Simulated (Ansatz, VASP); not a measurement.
One calculation of SnO2, two programs

File POSCAR:

```
SnO2
1.0
    1.6170930752      0.9336291223      5.0886281390
   -1.6170930752      0.9336291223      5.0886281390
    0.0000000000     -1.8672582446      5.0886281390
Sn O
1 2
Direct
    0.5000000000      0.5000000000      0.5000000000
    0.2371700000      0.2371700000      0.2371700000
    0.7628300000      0.7628300000      0.7628300000
```

File INCAR.step1:

```
SYSTEM = SnO2
PREC = Accurate
ENCUT = 520
ISMEAR = 0
SIGMA = 0.05
LREAL = .FALSE.
LASPH = .TRUE.
NELM = 60
NBANDS = 20
GGA = PE
ALGO = Normal
EDIFF = 1E-4
LWAVE = .TRUE.
LCHARG = .FALSE.
```

INCAR.step2

```
SYSTEM = SnO2
PREC = Accurate
ENCUT = 520
EDIFF = 1E-6
ISMEAR = 0
SIGMA = 0.05
LREAL = .FALSE.
LASPH = .TRUE.
NELM = 60
ALGO = Normal
ISIF = 2
LWAVE = .FALSE.
LCHARG = .FALSE.
METAGGA = R2SCAN
LMIXTAU = .TRUE.
NBANDS = 20
ISTART = 1
```

Contents of KPOINTS:

```
Automatic mesh
0
G
  12 12 12
  0 0 0
```

Input for Ansatz:

```yaml
crystal:
  lattice:
    - [1.6170930752, 0.9336291223, 5.088628139]
    - [-1.6170930752, 0.9336291223, 5.088628139]
    - [0.0, -1.8672582446, 5.088628139]
  atoms:
    - { symbol: Sn, position: [0.5, 0.5, 0.5] }
    - { symbol: O, position: [0.23717, 0.23717, 0.23717] }
    - { symbol: O, position: [0.76283, 0.76283, 0.76283] }
basis:
  ecutwfc: 500
kpoints:
  mp_grid: { grid: [12, 12, 12] }
hamiltonian:
  xc: r2scan
scf:
  occupations: { method: gaussian, width: 0.05 }
output:
  forces: true
  stress: true
  eigenvalues: true
```

Change from the starting cell: strain +0.0600 x Voigt [0, 0, 1, 0, 0, 0], atoms carried along.

Alike in both runs: task single point; functional r2SCAN; k mesh 12 × 12 × 12; occupations gaussian, width 0.05 eV; no spin polarisation.

```csv
,VASP,Ansatz
version,VASP 6.6.1,Ansatz 0.2.0
potentials or method,"VASP PAW PBE potentials, release 64 (Sn_d, O), cutoff 520 eV","scalar-relativistic, plane waves, PAW"
valence electrons in the cell,26,26
```

VASP gave:

```
gap on the k mesh at the Fermi level (eV)                     : 2.43
least direct gap on the mesh (eV)                             : 2.55
pressure (GPa)                                                : -10.4
traceless stress, the component that is largest in VASP (GPa) : -1.13
rms of the force components (eV/Å)                            : 0.636
```

Q: What did Ansatz give for the same quantities?

A: gap on the k mesh at the Fermi level (eV): 2.44; least direct gap on the mesh (eV): 2.56; pressure (GPa): -11.2; traceless stress, the component that is largest in VASP (GPa): -0.69; rms of the force components (eV/Å): 0.672.

VASP's potentials were made for PBE, not for r2SCAN. Atom by atom the forces differ by 0.036 eV/Å (rms over components). The functional is the same, so the differences come from potentials, cutoffs and numerics.
